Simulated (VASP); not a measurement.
# Tl (P6_3/mmc) in VASP: notebook, part 2 of 2

VASP 6.6.1.

### Step 3. Single point, PBE+D3(BJ) (volume scaled by 1.06, then relaxed in part)

Input file INCAR:

```
ALGO = Fast ; EDIFF = 1E-6
ENCUT = 520 ; GGA = PE
ISIF = 2 ; ISMEAR = 0
IVDW = 12 ; LASPH = True
LCHARG = False ; LREAL = False
LWAVE = False ; NBANDS = 20
NELM = 80 ; PREC = Accurate
SIGMA = 0.1
```

Input file KPOINTS:

```
k-points
0
Gamma
  15 15 8
```

Input file POSCAR:

```
Tl
1.0
    3.6038828895      0.0000000000      0.0000000000
   -1.8019414447      3.1210541346      0.0000000000
    0.0000000000      0.0000000000      5.5807303007
Tl
2
Direct
    0.3333333333      0.6666666667      0.2500000000
    0.6666666667      0.3333333333      0.7500000000
```

Potentials or basis: VASP PAW PBE potentials, release 64 (Tl_d).

Started as:

```console
$ cat potpaw_PBE.64/Tl_d/POTCAR > POTCAR
$ mpirun -np 1 vasp_std > vasp.out
```

OUTCAR:

```text
EDIFF = 1E-6
   ENCUT = 520
   GGA = PE
   ISIF = 2
   ISMEAR = 0
   IVDW = 12
   LASPH = True
   LREAL = False
   NELM = 80
   PREC = Accurate
 IVDW          = 12

 ion  position               nearest neighbor table
   1  0.333  0.667  0.250-   2 3.48   2 3.48   2 3.48   2 3.48   2 3.48   2 3.48
   2  0.667  0.333  0.750-   1 3.48   1 3.48   1 3.48   1 3.48   1 3.48   1 3.48

  LATTYP: Found a hexagonal cell.
 ALAT       =     3.6038828895
 C/A-ratio  =     1.5485326443

  Lattice vectors:

 A1 = (   3.6038828895,   0.0000000000,   0.0000000000)
 A2 = (  -1.8019414447,   3.1210541346,   0.0000000000)
 A3 = (   0.0000000000,   0.0000000000,   5.5807303007)

Analysis of symmetry for initial positions (statically):
=====================================================================
 Subroutine PRICEL returns:
 Original cell was already a primitive cell.

 Routine SETGRP: Setting up the symmetry group for a
 hexagonal supercell.

 Subroutine GETGRP returns: Found 24 space group operations
 (whereof 12 operations were pure point group operations)
 out of a pool of 24 trial point group operations.

The static configuration has the point symmetry D_3d.
 The point group associated with its full space group is D_6h.

Analysis of symmetry for dynamics (positions and initial velocities):
=====================================================================
 Subroutine PRICEL returns:
 Original cell was already a primitive cell.

 Routine SETGRP: Setting up the symmetry group for a
 hexagonal supercell.

 Subroutine GETGRP returns: Found 24 space group operations
 (whereof 12 operations were pure point group operations)
 out of a pool of 24 trial point group operations.

The dynamic configuration has the point symmetry D_3d.
 The point group associated with its full space group is D_6h.

 Subroutine INISYM returns: Found 24 space group operations
 (whereof 12 operations are pure point group operations),
 and found     1 'primitive' translations

----------------------------------------------------------------------------------------

                                     Primitive cell

  volume of cell :      62.7716

  direct lattice vectors                    reciprocal lattice vectors
     3.603882889  0.000000000  0.000000000     0.277478495  0.160202284  0.000000000
    -1.801941445  3.121054135  0.000000000     0.000000000  0.320404567  0.000000000
     0.000000000  0.000000000  5.580730301     0.000000000  0.000000000  0.179188018

  length of vectors
     3.603882889  3.603882890  5.580730301     0.320404567  0.320404567  0.179188018

  position of ions in fractional coordinates (direct lattice)
     0.333333333  0.666666667  0.250000000
     0.666666667  0.333333333  0.750000000

  ion indices of the primitive-cell ions
   primitive index   ion index
                 1           1
                 2           2

----------------------------------------------------------------------------------------

 KPOINTS: k-points

Automatic generation of k-mesh.
 Grid dimensions read from file:
 generate k-points for:   15   15    8

 Generating k-lattice:

  Cartesian coordinates                     Fractional coordinates (reciprocal lattice)
     0.018498566  0.010680152  0.000000000     0.066666667  0.000000000  0.000000000
     0.000000000  0.021360304  0.000000000     0.000000000  0.066666667  0.000000000
     0.000000000  0.000000000  0.022398502     0.000000000  0.000000000  0.125000000

  Length of vectors
     0.021360304  0.021360304  0.022398502

  Shift w.r.t. Gamma in fractional coordinates (k-lattice)
     0.000000000  0.000000000  0.000000000

 Subroutine IBZKPT returns following result:
 ===========================================

 Found    135 irreducible k-points:

 Following reciprocal coordinates:
            Coordinates               Weight
  0.000000  0.000000  0.000000      1.000000
  0.066667  0.000000  0.000000      6.000000
  0.133333  0.000000  0.000000      6.000000
  0.200000  0.000000  0.000000      6.000000
  0.266667  0.000000  0.000000      6.000000
  0.333333  0.000000  0.000000      6.000000
[... 16 lines left out ...]
  0.333333  0.200000  0.000000     12.000000
  0.400000  0.200000  0.000000      6.000000
 [... further k-points ...]
   k-points           NKPTS =    135   k-points in BZ     NKDIM =    135   number of bands    NBANDS=     20
   number of dos      NEDOS =    301   number of ions     NIONS =      2
   total plane-waves  NPLWV =  32928
   dimension x,y,z NGX =    28 NGY =   28 NGZ =   42
   dimension x,y,z NGXF=    56 NGYF=   56 NGZF=   84
   ions per type =               2
   NGX,Y,Z   is equivalent  to a cutoff of  12.92, 12.92, 12.51 a.u.
   NGXF,Y,Z  is equivalent  to a cutoff of  25.83, 25.83, 25.02 a.u.
 SYSTEM =  unknown system
   PREC   = accura    normal or accurate (medium, high low for compatibility)
   ISTART =      0    job   : 0-new  1-cont  2-samecut
   ICHARG =      2    charge: 1-file 2-atom 10-const
   ISPIN  =      1    spin polarized calculation?
   LNONCOLLINEAR =      F non collinear calculations
   LSORBIT =      F    spin-orbit coupling
   LASPH  =      T    aspherical Exc in radial PAW
   ENCUT  =  520.0 eV  38.22 Ry    6.18 a.u.   6.70  6.70 10.38*2*pi/ulx,y,z
   NELM   =     80;   NELMIN=  2; NELMDL= -5     # of ELM steps
   EDIFF  = 0.1E-05   stopping-criterion for ELM
   LREAL  =      F    real-space projection
   EDIFFG = 0.1E-04   stopping-criterion for IOM
   NSW    =      0    number of steps for IOM
   IBRION =     -1    ionic relax: 0-MD 1-quasi-New 2-CG
   NFREE  =      0    steps in history (QN), initial steepest desc. (CG)
   ISIF   =      2    stress and relaxation
   ISYM   =      2    0-nonsym 1-usesym 2-fastsym
   POTIM  = 0.5000    time-step for ionic-motion
   TEBEG  =    0.0;   TEEND  =   0.0 temperature during run
   PSTRESS=    0.0 pullay stress
   NELECT =      26.0000    total number of electrons
   NUPDOWN=      -1.0000    fix difference up-down
   EMIN   =  10.00;   EMAX   =-10.00  energy-range for DOS
   EFERMI =   0.00;   METHOD = LEGACY
   ISMEAR =     0;   SIGMA  =   0.10  broadening in eV -4-tet -1-fermi 0-gaus
   EFERMI_NEDOS =   21; number of points for ismear=-14 and -15
   IALGO  =     68    algorithm
   IMIX   =      4    mixing-type and parameters
     AMIX     =   0.40;   BMIX     =  1.00
     AMIX_MAG =   1.60;   BMIX_MAG =  1.00
  volume/ion in A,a.u.               =      31.39       211.80
  Fermi-wavevector in a.u.,A,eV,Ry     =   1.220333  2.306095 20.261961  1.489212
  Thomas-Fermi vector in A             =   2.355554
   LORBIT       =      0    0 simple, 1 ext, 2 COOP (PROOUT), +10 PAW based schemes
   GGA     = PE    functional components
   LHFCALC =     F    Hartree Fock is set to
   AEXX    =    0.0000 exact exchange contribution
   IVDW    =    12    specifies the selected vdW correction
   LEPSILON=     F    determine dielectric tensor
   LRPA    =     F    only Hartree local field effects (RPA)
 non-spin polarized calculation
 RMM-DIIS sequential band-by-band and
 Gauss-broadening in eV      SIGMA  =   0.10
  energy-cutoff  :      520.00
  volume of cell :       62.77
 maximum number of plane-waves:      1725
 NGX is ok and might be reduce to    28
   NGX = 13   NGY = 13   NGZ = 21

 number of electron      26.0000007 magnetization

 Free energy of the ion-electron system (eV)
  ---------------------------------------------------
  ext. energy  EPLUGINS =         0.00000000
  ---------------------------------------------------
  free energy    TOTEN  =        -4.45448699 eV

  energy without entropy =       -4.45082081  energy(sigma->0) =       -4.45265390

 E-fermi :   5.6587     XC(G=0):  -9.7316

 val. band max:        5.6491684661   @ k =   0.0667   0.0667   0.2500
 cond. band min:       5.6682993956   @ k =   0.2667   0.1333   0.0000
 fundamental gap:      0.0191309294
 Fermi energy:         5.6587311787

 k-point     1 :       0.0000    0.0000    0.0000
  band No.  band energies     occupation
      1      -5.9904      2.00000
      2      -5.8152      2.00000
      3      -5.8152      2.00000
      4      -5.8084      2.00000
      5      -5.7702      2.00000
      6      -5.7702      2.00000
[... 12 lines left out ...]
     19      15.5576      0.00000
[... 513 lines left out ...]
      4      -5.8277      2.00000
      5      -5.7039      2.00000
      6      -5.6458      2.00000
[... 12 lines left out ...]
     19      12.8762      0.00000
     20      16.6443      0.00000

 [... further k-points ...]

------------------------ aborting loop because EDIFF is reached ----------------------------------------

 Edisp (eV)   -0.62263

 E8    (eV) :    -0.3254

  FORCE on cell =-STRESS in cart. coord.  units (eV):
  Direction    XX          YY          ZZ          XY          YZ          ZX
  --------------------------------------------------------------------------------------
  -------------------------------------------------------------------------------------
  Total      -0.64248    -0.64248    -0.68107    -0.00000    -0.00000     0.00000
  in kB     -16.39850   -16.39850   -17.38366    -0.00000    -0.00000     0.00000
  external pressure =      -16.73 kB  Pullay stress =        0.00 kB

 VOLUME and BASIS-vectors are now :
 -----------------------------------------------------------------------------
  energy-cutoff  :      520.00
  volume of cell :       62.77
      direct lattice vectors                 reciprocal lattice vectors
     3.603882889  0.000000000  0.000000000     0.277478495  0.160202284  0.000000000
    -1.801941445  3.121054135  0.000000000     0.000000000  0.320404567  0.000000000
     0.000000000  0.000000000  5.580730301     0.000000000  0.000000000  0.179188018

 POSITION                                       TOTAL-FORCE (eV/Angst)
 -----------------------------------------------------------------------------------
     -0.00000      2.08070      1.39518         0.000000     -0.000000      0.000000
      1.80194      1.04035      4.18555        -0.000000      0.000000      0.000000
 -----------------------------------------------------------------------------------
    total drift:                               -0.000000      0.000000      0.000000

  FREE ENERGIE OF THE ION-ELECTRON SYSTEM (eV)
  ---------------------------------------------------
  free  energy   TOTEN  =        -5.0771161367 eV

  energy  without entropy=       -5.0734499550  energy(sigma->0) =       -5.07528305
```

Wall time 65 s (1 thread of Intel Xeon Platinum 8488C (Sapphire Rapids), shared host); peak memory 0.28 GiB.

Results:

```yaml
Free_energy: -5.0771 eV
Pressure: -1.7 GPa
Band_gap_on_the_k_mesh: zero (band 13 reaches 9.13 eV, above the bottom of band 14 at 3.73 eV)
Dispersion_energy_per_atom: -0.311 eV
```

Stress tensor (GPa, compression positive):
```
-1.64  0.00  0.00
 0.00 -1.64  0.00
 0.00  0.00 -1.74
```

Caveat: spin-orbit coupling is left out, which moves the levels of the heavy elements; pairwise dispersion overbinds metals, which lowers pressure and volume.

### Step 4. Single point, PBE+D3(BJ) (volume scaled by 1.10, then relaxed in part)

Input file INCAR:

```
PREC = Accurate ; ENCUT = 520
EDIFF = 1E-6 ; ISMEAR = 0
SIGMA = 0.1 ; LREAL = F
LASPH = T ; NELM = 100
ALGO = Fast ; ISIF = 2
LWAVE = F ; LCHARG = F
GGA = PE ; IVDW = 12
NBANDS = 20
```

Input file KPOINTS:

```
Automatic mesh
0
Gamma
  15 15 8
```

Input file POSCAR:

```
Tl
1.0
    3.6486561991      0.0000000000      0.0000000000
   -1.8243280995      3.1598289581      0.0000000000
    0.0000000000      0.0000000000      5.6500632322
Tl
2
Direct
    0.3333333333      0.6666666667      0.2500000000
    0.6666666667      0.3333333333      0.7500000000
```

Potentials or basis: VASP PAW PBE potentials, release 64 (Tl_d).

Started as:

```console
$ cat potpaw_PBE.64/Tl_d/POTCAR > POTCAR
$ mpirun -np 1 vasp_std > vasp.out
```

OUTCAR:

```text
PREC = Accurate
   ENCUT = 520
   EDIFF = 1E-6
   ISMEAR = 0
   LREAL = F
   LASPH = T
   NELM = 100
   ISIF = 2
   GGA = PE
   IVDW = 12
 IVDW          = 12

 ion  position               nearest neighbor table
   1  0.333  0.667  0.250-   2 3.52   2 3.52   2 3.52   2 3.52   2 3.52   2 3.52
   2  0.667  0.333  0.750-   1 3.52   1 3.52   1 3.52   1 3.52   1 3.52   1 3.52

  LATTYP: Found a hexagonal cell.
 ALAT       =     3.6486561991
 C/A-ratio  =     1.5485326443

  Lattice vectors:

[... 744 lines left out ...]

 Edisp (eV)   -0.59939

 E8    (eV) :    -0.3132

  FORCE on cell =-STRESS in cart. coord.  units (eV):
  Direction    XX          YY          ZZ          XY          YZ          ZX
  --------------------------------------------------------------------------------------
  -------------------------------------------------------------------------------------
  Total      -0.97655    -0.97655    -1.03561    -0.00000    -0.00000     0.00000
  in kB     -24.01904   -24.01904   -25.47169    -0.00000    -0.00000     0.00000
  external pressure =      -24.50 kB  Pullay stress =        0.00 kB

 VOLUME and BASIS-vectors are now :
 -----------------------------------------------------------------------------
  energy-cutoff  :      520.00
  volume of cell :       65.14
      direct lattice vectors                 reciprocal lattice vectors
     3.648656199  0.000000000  0.000000000     0.274073507  0.158236413  0.000000000
    -1.824328099  3.159828958  0.000000000     0.000000000  0.316472826  0.000000000
     0.000000000  0.000000000  5.650063232     0.000000000  0.000000000  0.176989170

 POSITION                                       TOTAL-FORCE (eV/Angst)
 -----------------------------------------------------------------------------------
     -0.00000      2.10655      1.41252        -0.000000      0.000000      0.000000
      1.82433      1.05328      4.23755         0.000000      0.000000      0.000000
 -----------------------------------------------------------------------------------
    total drift:                                0.000000     -0.000000      0.000000

  FREE ENERGIE OF THE ION-ELECTRON SYSTEM (eV)
  ---------------------------------------------------
  free  energy   TOTEN  =        -5.0476472331 eV

  energy  without entropy=       -5.0437982863  energy(sigma->0) =       -5.04572276
```

OSZICAR:

```text
N       E                     dE             d eps       ncg     rms          rms(c)
DAV:   1     0.128661564112E+03    0.12866E+03   -0.13959E+04  5424   0.120E+03
DAV:   2    -0.195449033632E+01   -0.13062E+03   -0.12812E+03  5912   0.269E+02
DAV:   3    -0.446889537710E+01   -0.25144E+01   -0.25063E+01  6216   0.325E+01
DAV:   4    -0.448592014446E+01   -0.17025E-01   -0.17024E-01  5684   0.284E+00
DAV:   5    -0.448619139183E+01   -0.27125E-03   -0.27125E-03  6004   0.352E-01    0.204E+00
RMM:   6    -0.445352385670E+01    0.32668E-01   -0.55680E-02  5428   0.155E+00    0.146E+00
RMM:   7    -0.444859143711E+01    0.49324E-02   -0.29878E-02  5544   0.122E+00    0.620E-01
RMM:   8    -0.444826482428E+01    0.32661E-03   -0.23653E-03  5647   0.317E-01    0.630E-02
RMM:   9    -0.444824915171E+01    0.15673E-04   -0.12197E-04  5958   0.818E-02    0.273E-02
RMM:  10    -0.444825190224E+01   -0.27505E-05   -0.15099E-05  5897   0.344E-02    0.367E-03
RMM:  11    -0.444825227906E+01   -0.37681E-06   -0.31512E-06  4137   0.148E-02
   1 F= -.50476472E+01 E0= -.50457228E+01  d E =-.384895E-02
```

stdout:

```text
POSCAR found type information on POSCAR Tl
 POSCAR found :  1 types and       2 ions
 scaLAPACK will be used
 LDA part: xc-table for (Slater+PW92), standard interpolation
 POSCAR, INCAR and KPOINTS ok, starting setup
 FFT: planning ... GRIDC
 FFT: planning ... GRID_SOFT
 FFT: planning ... GRID
 WAVECAR not read
 entering main loop
```

Run time: 63 s. Hardware: 1 thread of Intel Xeon Platinum 8488C (Sapphire Rapids), shared host; peak memory 0.28 GiB.

Results:

```yaml
Free_energy: -5.0476 eV
Pressure: -2.5 GPa
Band_gap_on_the_k_mesh: zero (band 13 reaches 8.64 eV, above the bottom of band 14 at 3.49 eV)
Dispersion_energy_per_atom: -0.300 eV
```

Stress tensor (GPa, compression positive):
```
-2.40  0.00  0.00
 0.00 -2.40  0.00
 0.00  0.00 -2.55
```

Levels at points of the mesh, in eV from the Fermi level:
| k point | band 11 | band 12 | band 13 | band 14 | band 15 | band 16 |
| --- | --- | --- | --- | --- | --- | --- |
| (0.00, 0.00, 0.00) | -9.25 | -4.92 | -2.27 | 6.77 | 6.77 | 8.67 |
| (0.00, 0.00, 0.50) | -7.95 | -7.95 | 3.30 | 3.30 | 7.69 | 7.69 |

Caveat: spin-orbit coupling is left out, which moves the levels of the heavy elements; pairwise dispersion overbinds metals, which lowers pressure and volume.

### Step 5. The runs side by side

| cell | gap on the mesh (eV) | pressure (GPa) |
| --- | --- | --- |
| a = 3.570, b = 3.570, c = 5.528 Å, angles 90.0, 90.0, 120.0°, 2 atoms | none | -0.9 |
| a = 3.604, b = 3.604, c = 5.581 Å, angles 90.0, 90.0, 120.0°, 2 atoms | none | -1.7 |
| a = 3.649, b = 3.649, c = 5.650 Å, angles 90.0, 90.0, 120.0°, 2 atoms | none | -2.5 |

Alike in all rows: task single point; level PBE+D3(BJ); potentials or basis VASP PAW PBE potentials, release 64 (Tl_d); no spin polarisation; k mesh 15 × 15 × 8; cutoff (eV) 520; smearing gaussian 0.1 eV.

Caveats: spin-orbit coupling is left out, which moves the levels of the heavy elements; pairwise dispersion overbinds metals, which lowers pressure and volume.

Total energies depend on the potentials used, so only differences within one code and one set of settings carry meaning.
